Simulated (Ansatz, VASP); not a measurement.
**MgSi4N in VASP and in Ansatz**

Contents of INCAR:

```
SYSTEM = MgSi4N
  ALGO = Normal
  EDIFF = 1E-7
  EDIFFG = -0.01
  ENCUT = 600
  GGA = PE
  IBRION = 2
  ISIF = 3
  ISMEAR = 0
  LASPH = .TRUE.
  LCHARG = .FALSE.
  LREAL = .FALSE.
  LWAVE = .FALSE.
  NELM = 100
  NSW = 100
  PREC = Accurate
  SIGMA = 0.1
```

The input KPOINTS:

```
k-points
0
G
  8 8 8
  0 0 0
```

POSCAR

```
MgSi4N
1.0
    4.8865005139      0.0000000000      0.0000000000
    0.0000000000      4.8865005139      0.0000000000
    0.0000000000      0.0000000000      4.8865005139
Mg Si N
1 4 1
Direct
    0.0000000000      0.0000000000      0.0000000000
    0.7151122269      0.7151122269      0.7151122269
    0.2848877731      0.2848877731      0.7151122269
    0.2848877731      0.7151122269      0.2848877731
    0.7151122269      0.2848877731      0.2848877731
    0.5000000000      0.5000000000      0.5000000000
```

Input for Ansatz:

```yaml
crystal:
  lattice:
    - [4.8865005139, 0.0, 0.0]
    - [0.0, 4.8865005139, 0.0]
    - [0.0, 0.0, 4.8865005139]
  atoms:
    - { symbol: Mg, position: [0.0, 0.0, 0.0] }
    - { symbol: Si, position: [0.7151122269, 0.7151122269, 0.7151122269] }
    - { symbol: Si, position: [0.2848877731, 0.2848877731, 0.7151122269] }
    - { symbol: Si, position: [0.2848877731, 0.7151122269, 0.2848877731] }
    - { symbol: Si, position: [0.7151122269, 0.2848877731, 0.2848877731] }
    - { symbol: "N", position: [0.5, 0.5, 0.5] }
basis:
  ecutwfc: 420
kpoints:
  mp_grid: { grid: [8, 8, 8] }
hamiltonian:
  xc: pbe
scf:
  occupations: { method: gaussian, width: 0.1 }
output:
  forces: true
  stress: true
  eigenvalues: true
relax:
  adjacent_minimum: "off"
  f_tol: 0.01
  max_steps: 80
  cell: { stress_tol: 0.05 }
```

Alike in both runs: task relaxation of cell and atoms; functional PBE; k mesh 8 × 8 × 8; occupations gaussian, width 0.1 eV; no spin polarisation.

```csv
,VASP,Ansatz
version,VASP 6.6.1,Ansatz 0.2.0
potentials or method,"VASP PAW PBE potentials, release 64 (Mg, Si, N), cutoff 600 eV","scalar-relativistic, plane waves, PAW"
valence electrons in the cell,23,31
```

Ansatz gave:

- gap on the k mesh at the Fermi level, each at its own relaxed structure (eV): none
- relaxed volume (Å³/atom): 19.59
- relaxed cell length with the largest relative difference (Å): 4.899

Q: Estimate VASP's values.

A: gap on the k mesh at the Fermi level, each at its own relaxed structure (eV): none; relaxed volume (Å³/atom): 19.58; relaxed cell length with the largest relative difference (Å): 4.897.

A gap of «none» marks a metal or a gap that the smearing closes. VASP's potentials hold 23 valence electrons a cell and Ansatz's 31, so a difference there can come from the potentials and not from the codes.
